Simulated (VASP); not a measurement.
# Ti in VASP: a series of runs

Ti is run at these levels: PBE+D3(BJ); tasks: single point.

All numbers are computed with VASP 6.6.1; they aren't measurements. Logs are shortened: lines on timing, memory, paths and dates and some standing lists are left out, and cuts for length are marked.

### Step 1. The cell of the first run

The cell holds a slab with vacuum, 12 atoms: a = 5.710 Å, b = 5.710 Å, c = 24.424 Å, α = 90.00°, β = 90.00°, γ = 120.00°.

### Step 2. Single point, PBE+D3(BJ)

File INCAR:

```
  PREC = Accurate
  ENCUT = 520
  EDIFF = 1E-6
  ISMEAR = 0
  SIGMA = 0.1
  LREAL = False
  LASPH = True
  NELM = 100
  ALGO = Normal
  ISIF = 2
  LWAVE = False
  LCHARG = True
  LDIPOL = True
  IDIPOL = 3
  DIPOL = 0.5 0.5 0.420
  GGA = PE
  IVDW = 12
  LELF = True
  LVHAR = True
  LVACPOTAV = True
  NBANDS = 84
```

File KPOINTS:

```
Automatic mesh
0
Gamma
  4 4 1
```

File POSCAR:

```
Ti
1.0
    5.7102790045      0.0000000000      0.0000000000
   -2.8551395022      4.9452466806      0.0000000000
    0.0000000000      0.0000000000     24.4241232833
Ti
12
Direct
    0.3333333333      0.1666666667      0.3275450221
    0.3333333333      0.6666666667      0.3275450221
    0.8333333333      0.1666666667      0.3275450221
    0.8333333333      0.6666666667      0.3275450221
    0.6677676680      0.3316515934      0.4185680237
    0.6678002713      0.8360753428      0.4185822525
    0.1705620477      0.3352724208      0.4158946721
    0.1682497949      0.8341146938      0.4206725301
    0.0124005429      0.4908743566      0.5116217498
    0.0125374095      0.0217050098      0.5116364655
    0.5140857575      0.5070154046      0.5156402351
    0.5157661167      0.0077061472      0.5174172586
```

Potentials or basis: VASP PAW PBE potentials, release 64 (Ti_sv).

Launch:

```bash
> cat potpaw_PBE.64/Ti_sv/POTCAR > POTCAR
> mpirun -np 1 vasp_std > vasp.out
```

OUTCAR:

```text
PREC = Accurate
   ENCUT = 520
   EDIFF = 1E-6
   ISMEAR = 0
   LREAL = False
   LASPH = True
   NELM = 100
   ISIF = 2
   GGA = PE
   IVDW = 12
 IVDW          = 12

 ion  position               nearest neighbor table
   1  0.333  0.167  0.328-   7 2.71   5 2.77   8 2.81   2 2.86   2 2.86   3 2.86   3 2.86   4 2.86
                             4 2.86
   2  0.333  0.667  0.328-   7 2.71   6 2.77   8 2.81   1 2.86   1 2.86   4 2.86   4 2.86   3 2.86
                             3 2.86
   3  0.833  0.167  0.328-   7 2.73   5 2.76   6 2.76   4 2.86   4 2.86   1 2.86   1 2.86   2 2.86
                             2 2.86
   4  0.833  0.667  0.328-   5 2.77   6 2.77   8 2.81   3 2.86   3 2.86   2 2.86   2 2.86   1 2.86
                             1 2.86
   5  0.668  0.332  0.419-   3 2.76   1 2.77   4 2.77   6 2.83   9 2.84   8 2.85   7 2.85   7 2.86
                             8 2.86  11 2.88   6 2.88  12 2.90
   6  0.668  0.836  0.419-   3 2.76   2 2.77   4 2.77   5 2.83  10 2.84   8 2.85   7 2.85   7 2.86
                             8 2.86  11 2.88   5 2.88  12 2.90
   7  0.171  0.335  0.416-   1 2.71   2 2.71   3 2.73  10 2.81   9 2.81   5 2.85   6 2.85   8 2.86
                             8 2.86   6 2.86   5 2.86
   8  0.168  0.834  0.421-   9 2.80  10 2.80   2 2.81   1 2.81   4 2.81   5 2.85   6 2.85   7 2.86
                             7 2.86   6 2.86   5 2.86
   9  0.012  0.491  0.512-  10 2.68   8 2.80  12 2.80   7 2.81  11 2.82   5 2.84  11 2.89  12 2.92

  10  0.013  0.022  0.512-   9 2.68   8 2.80  12 2.80   7 2.81  11 2.82   6 2.84  11 2.90  12 2.92

  11  0.514  0.507  0.516-  10 2.82   9 2.82  12 2.85  12 2.86   6 2.88   5 2.88   9 2.89  10 2.90

  12  0.516  0.008  0.517-  10 2.80   9 2.80  11 2.85  11 2.86   6 2.90   5 2.90   9 2.92  10 2.92

  LATTYP: Found a hexagonal cell.
 ALAT       =     5.7102790045
 C/A-ratio  =     4.2772206514

  Lattice vectors:

 A1 = (   5.7102790045,   0.0000000000,   0.0000000000)
 A2 = (  -2.8551395022,   4.9452466806,   0.0000000000)
 A3 = (   0.0000000000,   0.0000000000,  24.4241232833)

Analysis of symmetry for initial positions (statically):
=====================================================================
 Subroutine PRICEL returns:
 Original cell was already a primitive cell.

 Routine SETGRP: Setting up the symmetry group for a
 hexagonal supercell.

 Subroutine GETGRP returns: Found  1 space group operations
 (whereof  1 operations were pure point group operations)
 out of a pool of 24 trial point group operations.

The static configuration has the point symmetry C_1 .

Analysis of symmetry for dynamics (positions and initial velocities):
=====================================================================
 Subroutine PRICEL returns:
 Original cell was already a primitive cell.

 Routine SETGRP: Setting up the symmetry group for a
 hexagonal supercell.

 Subroutine GETGRP returns: Found  1 space group operations
 (whereof  1 operations were pure point group operations)
 out of a pool of 24 trial point group operations.

The dynamic configuration has the point symmetry C_1 .

 Subroutine INISYM returns: Found  1 space group operations
 (whereof  1 operations are pure point group operations),
 and found     1 'primitive' translations

----------------------------------------------------------------------------------------

                                     Primitive cell

  volume of cell :     689.7064

  direct lattice vectors                    reciprocal lattice vectors
     5.710279005  0.000000000  0.000000000     0.175122792  0.101107191  0.000000000
    -2.855139502  4.945246681  0.000000000     0.000000000  0.202214382  0.000000000
     0.000000000  0.000000000 24.424123283     0.000000000  0.000000000  0.040943128

  length of vectors
     5.710279005  5.710279004 24.424123283     0.202214382  0.202214382  0.040943128

  position of ions in fractional coordinates (direct lattice)
     0.333333333  0.166666667  0.327545022
     0.333333333  0.666666667  0.327545022
     0.833333333  0.166666667  0.327545022
     0.833333333  0.666666667  0.327545022
     0.667767668  0.331651593  0.418568024
     0.667800271  0.836075343  0.418582253
     0.170562048  0.335272421  0.415894672
     0.168249795  0.834114694  0.420672530
     0.012400543  0.490874357  0.511621750
     0.012537409  0.021705010  0.511636465
     0.514085757  0.507015405  0.515640235
     0.515766117  0.007706147  0.517417259

  ion indices of the primitive-cell ions
   primitive index   ion index
                 1           1
                 2           2
                 3           3
                 4           4
                 5           5
                 6           6
                 7           7
                 8           8
                 9           9
                10          10
                11          11
                12          12

----------------------------------------------------------------------------------------

 KPOINTS: Automatic mesh

Automatic generation of k-mesh.
 Grid dimensions read from file:
 generate k-points for:    4    4    1

 Generating k-lattice:

  Cartesian coordinates                     Fractional coordinates (reciprocal lattice)
     0.043780698  0.025276798  0.000000000     0.250000000  0.000000000  0.000000000
     0.000000000  0.050553595  0.000000000     0.000000000  0.250000000  0.000000000
     0.000000000  0.000000000  0.040943128     0.000000000  0.000000000  1.000000000

  Length of vectors
     0.050553595  0.050553595  0.040943128

  Shift w.r.t. Gamma in fractional coordinates (k-lattice)
     0.000000000  0.000000000  0.000000000

 Subroutine IBZKPT returns following result:
 ===========================================

 Found     10 irreducible k-points:

 Following reciprocal coordinates:
            Coordinates               Weight
  0.000000  0.000000  0.000000      1.000000
  0.250000 -0.000000  0.000000      2.000000
  0.000000  0.250000  0.000000      2.000000
 -0.250000  0.250000  0.000000      2.000000
  0.500000 -0.000000  0.000000      1.000000
  0.000000  0.500000  0.000000      1.000000
  0.500000  0.500000  0.000000      1.000000
  0.250000  0.250000  0.000000      2.000000
 -0.250000  0.500000  0.000000      2.000000
  0.500000  0.250000  0.000000      2.000000
   k-points           NKPTS =     10   k-points in BZ     NKDIM =     10   number of bands    NBANDS=     84
   number of dos      NEDOS =    301   number of ions     NIONS =     12
   total plane-waves  NPLWV = 338688
   dimension x,y,z NGX =    42 NGY =   42 NGZ =  192
   dimension x,y,z NGXF=    84 NGYF=   84 NGZF=  384
   ions per type =              12
   NGX,Y,Z   is equivalent  to a cutoff of  12.23, 12.23, 13.07 a.u.
   NGXF,Y,Z  is equivalent  to a cutoff of  24.46, 24.46, 26.14 a.u.
 SYSTEM =  unknown system
   PREC   = accura    normal or accurate (medium, high low for compatibility)
   ISTART =      0    job   : 0-new  1-cont  2-samecut
   ICHARG =      2    charge: 1-file 2-atom 10-const
   ISPIN  =      1    spin polarized calculation?
   LNONCOLLINEAR =      F non collinear calculations
   LSORBIT =      F    spin-orbit coupling
   LASPH  =      T    aspherical Exc in radial PAW
   ENCUT  =  520.0 eV  38.22 Ry    6.18 a.u.  10.62 10.62 45.41*2*pi/ulx,y,z
   NELM   =    100;   NELMIN=  2; NELMDL= -5     # of ELM steps
   EDIFF  = 0.1E-05   stopping-criterion for ELM
   LREAL  =      F    real-space projection
   EDIFFG = 0.1E-04   stopping-criterion for IOM
   NSW    =      0    number of steps for IOM
   IBRION =     -1    ionic relax: 0-MD 1-quasi-New 2-CG
   NFREE  =      0    steps in history (QN), initial steepest desc. (CG)
   ISIF   =      2    stress and relaxation
   ISYM   =      2    0-nonsym 1-usesym 2-fastsym
   POTIM  = 0.5000    time-step for ionic-motion
   TEBEG  =    0.0;   TEEND  =   0.0 temperature during run
   PSTRESS=    0.0 pullay stress
   NELECT =     144.0000    total number of electrons
   NUPDOWN=      -1.0000    fix difference up-down
   EMIN   =  10.00;   EMAX   =-10.00  energy-range for DOS
   EFERMI =   0.00;   METHOD = LEGACY
   ISMEAR =     0;   SIGMA  =   0.10  broadening in eV -4-tet -1-fermi 0-gaus
   EFERMI_NEDOS =   21; number of points for ismear=-14 and -15
   IALGO  =     38    algorithm
   IMIX   =      4    mixing-type and parameters
     AMIX     =   0.40;   BMIX     =  1.00
     AMIX_MAG =   1.60;   BMIX_MAG =  1.00
  volume/ion in A,a.u.               =      57.48       387.86
  Fermi-wavevector in a.u.,A,eV,Ry     =   0.971198  1.835297 12.833350  0.943225
  Thomas-Fermi vector in A             =   2.101395
   LORBIT       =      0    0 simple, 1 ext, 2 COOP (PROOUT), +10 PAW based schemes
   GGA     = PE    functional components
   LHFCALC =     F    Hartree Fock is set to
   AEXX    =    0.0000 exact exchange contribution
   IVDW    =    12    specifies the selected vdW correction
   LEPSILON=     F    determine dielectric tensor
   LRPA    =     F    only Hartree local field effects (RPA)
 non-spin polarized calculation
 Gauss-broadening in eV      SIGMA  =   0.10
  energy-cutoff  :      520.00
  volume of cell :      689.71
 maximum number of plane-waves:     18619
   NGX = 21   NGY = 21   NGZ = 91

 dipolmoment           0.000000      0.000000     -0.000514 electrons x Angstroem

 number of electron     143.9999969 magnetization

 dipolmoment           0.000000      0.000000      0.008032 electrons x Angstroem

 Free energy of the ion-electron system (eV)
  ---------------------------------------------------
  ext. energy  EPLUGINS =         0.00000000
  ---------------------------------------------------
  free energy    TOTEN  =       -86.53560816 eV

  energy without entropy =      -86.41790706  energy(sigma->0) =      -86.47675761

 E-fermi :  -0.5867     XC(G=0):  -4.2332

 val. band max:       -0.5880592171   @ k =   0.5000  -0.0000   0.0000
 cond. band min:      -0.5728990179   @ k =   0.0000   0.5000   0.0000
 fundamental gap:      0.0151601992
 Fermi energy:        -0.5867197839

 k-point     1 :       0.0000    0.0000    0.0000
  band No.  band energies     occupation
      1     -57.4230      2.00000
      2     -57.3882      2.00000
      3     -57.3520      2.00000
      4     -57.2890      2.00000
      5     -57.2778      2.00000
      6     -57.2663      2.00000
[... 76 lines left out ...]
     83       0.3985      0.00000
     84       0.4160      0.00000

 k-point     2 :       0.2500   -0.0000    0.0000
  band No.  band energies     occupation
      1     -57.4140      2.00000
      2     -57.3730      2.00000
      3     -57.3525      2.00000
      4     -57.2999      2.00000
      5     -57.2778      2.00000
      6     -57.2720      2.00000
[... 685 lines left out ...]
     83       0.2718      0.00000
     84       0.2878      0.00000

 k-point    10 :       0.5000    0.2500    0.0000
  band No.  band energies     occupation
      1     -57.3989      2.00000
      2     -57.3630      2.00000
      3     -57.3469      2.00000
      4     -57.3132      2.00000
      5     -57.2988      2.00000
      6     -57.2697      2.00000
[... 76 lines left out ...]
     83       0.2909      0.00000
     84       0.3363      0.00000

------------------------ aborting loop because EDIFF is reached ----------------------------------------

 Edisp (eV)   -5.12060

 E8    (eV) :    -2.5443

  FORCE on cell =-STRESS in cart. coord.  units (eV):
  Direction    XX          YY          ZZ          XY          YZ          ZX
  --------------------------------------------------------------------------------------
  -------------------------------------------------------------------------------------
  Total      -2.82579    -2.12297    -2.28502    -0.61086    -0.22683    -0.39416
  in kB      -6.56426    -4.93164    -5.30806    -1.41901    -0.52692    -0.91564
  external pressure =       -5.60 kB  Pullay stress =        0.00 kB

 VOLUME and BASIS-vectors are now :
 -----------------------------------------------------------------------------
  energy-cutoff  :      520.00
  volume of cell :      689.71
      direct lattice vectors                 reciprocal lattice vectors
     5.710279005  0.000000000  0.000000000     0.175122792  0.101107191  0.000000000
    -2.855139502  4.945246681  0.000000000     0.000000000  0.202214382  0.000000000
     0.000000000  0.000000000 24.424123283     0.000000000  0.000000000  0.040943128

 POSITION                                       TOTAL-FORCE (eV/Angst)
 -----------------------------------------------------------------------------------
      1.42757      0.82421      8.00000         0.095641     -0.167119     -0.111718
     -0.00000      3.29683      8.00000        -0.096091      0.166956     -0.110509
      4.28271      0.82421      8.00000        -0.049018     -0.029166     -0.147045
      2.85514      3.29683      8.00000         0.067136      0.038808      0.207630
      2.86623      1.64010     10.22316        -0.015745      0.054774      0.380464
      1.42621      4.13460     10.22350         0.040187     -0.041137      0.378001
      0.01671      1.65800     10.15786         0.085375      0.050592      0.379050
     -1.42076      4.12490     10.27456         0.024371      0.014492      0.101063
     -1.33070      2.42749     12.49591        -0.134124      0.132720     -0.174633
      0.00962      0.10734     12.49627         0.047464     -0.186972     -0.174163
      1.48797      2.50732     12.59406        -0.093700     -0.053694     -0.502946
      2.92317      0.03811     12.63746         0.028505      0.019745     -0.225195
 -----------------------------------------------------------------------------------
    total drift:                                0.000900      0.000542      0.001767

  FREE ENERGIE OF THE ION-ELECTRON SYSTEM (eV)
  ---------------------------------------------------
  free  energy   TOTEN  =       -91.6562035178 eV

  energy  without entropy=      -91.5385024137  energy(sigma->0) =      -91.59735297

 vacuum level on the upper side and lower side of the slab         4.027         3.976
```

Wall time 26 min (1 thread of Intel Xeon 6975P-C (Granite Rapids), shared host); peak memory 0.88 GiB.

What came out:

```
Free energy                : -91.6562 eV
Largest force              : 0.514 eV/Å
Band gap on the k mesh     : zero (bands 72 and 73 overlap by 0.69 eV)
Dispersion energy per atom : -0.427 eV
```

Forces in eV/Å, atoms in the order of the input:
```
Ti   0.096 -0.167 -0.112
Ti  -0.096  0.167 -0.111
Ti  -0.049 -0.029 -0.147
Ti   0.067  0.039  0.208
Ti  -0.016  0.055  0.380
Ti   0.040 -0.041  0.378
Ti   0.085  0.051  0.379
Ti   0.024  0.014  0.101
Ti  -0.134  0.133 -0.175
Ti   0.047 -0.187 -0.174
Ti  -0.094 -0.054 -0.503
Ti   0.029  0.020 -0.225
```

### Step 3. Single point, PBE+D3(BJ)

This run uses another cell than the first one.

File INCAR:

```
SYSTEM = Ti
  ALGO = Normal
  DIPOL = 0.5 0.5 0.496
  EDIFF = 1E-7
  ENCUT = 520
  GGA = PE
  IDIPOL = 3
  ISIF = 2
  ISMEAR = 0
  IVDW = 12
  LASPH = .TRUE.
  LCHARG = .FALSE.
  LDIPOL = .TRUE.
  LREAL = .FALSE.
  LWAVE = .FALSE.
  NBANDS = 84
  NELM = 60
  PREC = Accurate
  SIGMA = 0.1
```

File KPOINTS:

```
k-points
0
G
  4 4 1
  0 0 0
```

File POSCAR:

```
Ti
1.0
    5.7102790045      0.0000000000      0.0000000000
   -2.8551395022      4.9452466806      0.0000000000
    0.0000000000      0.0000000000     20.6624232833
Ti
12
Direct
    0.3333333333      0.1666666667      0.3871762712
    0.3333333333      0.6666666667      0.3871762712
    0.8333333333      0.1666666667      0.3871762712
    0.8333333333      0.6666666667      0.3871762712
    0.6666666667      0.3333333333      0.4959135404
    0.6666666667      0.8333333333      0.4959135404
    0.1666666667      0.3333333333      0.4959135404
    0.1666666667      0.8333333333      0.4959135404
    0.0000000000      0.5000000000      0.6044302093
    0.0000000000      0.0000000000      0.6044302093
    0.5000000000      0.5000000000      0.6044302093
    0.5000000000      0.0000000000      0.6044302093
```

Potentials or basis: VASP PAW PBE potentials, release 64 (Ti_sv).

Launch:

```bash
> cat potpaw_PBE.64/Ti_sv/POTCAR > POTCAR
> mpirun -np 1 vasp_std > vasp.out
```

Run time: 7.1 min. Hardware: 1 thread of Intel Xeon 6975P-C (Granite Rapids), shared host; peak memory 0.61 GiB.

It converged, with:

| Property | Result |
| --- | --- |
| Free energy | -91.7527 eV |
| Largest force | 0.026 eV/Å |
| Band gap on the k mesh | zero (bands 72 and 73 overlap by 0.75 eV) |
| Dispersion energy per atom | -0.431 eV |

Forces in eV/Å, atoms in the order of the input:
```
Ti   0.000  0.000  0.026
Ti   0.000  0.000  0.026
Ti   0.000  0.000  0.026
Ti   0.000  0.000  0.026
Ti   0.000  0.000 -0.016
Ti   0.000  0.000 -0.016
Ti   0.000  0.000 -0.016
Ti   0.000  0.000 -0.016
Ti   0.000  0.000 -0.010
Ti   0.000  0.000 -0.010
Ti   0.000  0.000 -0.010
Ti   0.000  0.000 -0.010
```

Levels at points of the mesh, in eV from the Fermi level:
```
           k point  band 67  band 68  band 69  band 70  band 71  band 72  band 73  band 74  band 75  band 76
(0.00, 0.00, 0.00)    -0.12    -0.10     0.33     0.33     0.33     0.55     0.55     0.55     0.70     0.70
(0.50, 0.00, 0.00)    -0.52    -0.52    -0.50    -0.50    -0.20    -0.20    -0.19    -0.19    -0.03    -0.03
```
